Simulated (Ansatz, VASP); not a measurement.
KPd2Se2I in VASP and in Ansatz

Contents of INCAR:

```
SYSTEM = KPd2Se2I
PREC = Accurate
ENCUT = 600
EDIFF = 1E-7
ISMEAR = 0
SIGMA = 0.15
LREAL = .False.
LASPH = .True.
NELM = 60
ALGO = Normal
ISIF = 3
LWAVE = .False.
LCHARG = .False.
GGA = PE
IBRION = 2
NSW = 36
EDIFFG = -0.08
```

KPOINTS

```
Automatic mesh
0
Gamma
  3 3 2
  0 0 0
```

The input POSCAR:

```
KPd2Se2I
1.0
    4.4853273700      0.0000000000      0.0000000000
   -2.2426636800      3.8844074400      0.0000000000
    0.0000000000      0.0000000000      9.5973431600
K Pd Se I
1 2 2 1
Direct
    0.0000000000      0.0000000000      0.5000000000
    0.6666666700      0.3333333300      0.2435020100
    0.3333333300      0.6666666700      0.7564979900
    0.6666666700      0.3333333300      0.7625210300
    0.3333333300      0.6666666700      0.2374789700
    0.0000000000      0.0000000000      0.0000000000
```

Input for Ansatz:

```yaml
crystal:
  lattice:
    - [4.48532737, 0.0, 0.0]
    - [-2.24266368, 3.88440744, 0.0]
    - [0.0, 0.0, 9.59734316]
  atoms:
    - { symbol: K, position: [0.0, 0.0, 0.5] }
    - { symbol: Pd, position: [0.66666667, 0.33333333, 0.24350201] }
    - { symbol: Pd, position: [0.33333333, 0.66666667, 0.75649799] }
    - { symbol: Se, position: [0.66666667, 0.33333333, 0.76252103] }
    - { symbol: Se, position: [0.33333333, 0.66666667, 0.23747897] }
    - { symbol: I, position: [0.0, 0.0, 0.0] }
basis:
  ecutwfc: 420
kpoints:
  mp_grid: { grid: [3, 3, 2] }
hamiltonian:
  xc: pbe
scf:
  occupations: { method: gaussian, width: 0.15 }
  lower_state_search: "off"
output:
  forces: true
  stress: true
  eigenvalues: true
relax:
  adjacent_minimum: "off"
  f_tol: 0.08
  max_steps: 16
  cell: { stress_tol: 0.8 }
```

Change from the starting cell: species swapped into the SrEuP2Pt2 type (P-3m1, No. 164).

Alike in both runs: task relaxation of cell and atoms; functional PBE; k mesh 3 × 3 × 2; occupations gaussian, width 0.15 eV; no spin polarisation.

```csv
,VASP,Ansatz
version,VASP 6.6.1,Ansatz 0.2.0
potentials or method,"VASP PAW PBE potentials, release 64 (K_sv, Pd, Se, I), cutoff 600 eV","scalar-relativistic, plane waves, PAW"
valence electrons in the cell,48,94
```

|  | VASP | Ansatz | Ansatz less VASP |
| --- | --- | --- | --- |
| gap on the k mesh at the Fermi level, each at its own relaxed structure (eV) | none | none | - |
| relaxed volume (Å³/atom) | 24.23 | 24.25 | +0.023 |
| relaxed length of the cell vector where the two differ most in proportion (Å) | 10.223 | 10.186 | -0.0365 |

A gap of «none» marks a metal or a gap that the smearing closes. VASP's potentials hold 48 valence electrons a cell and Ansatz's 94, so a difference there can come from the potentials and not from the codes.

The k mesh is coarse, so the values compare programs but aren't converged. Neither program's run includes spin-orbit coupling.
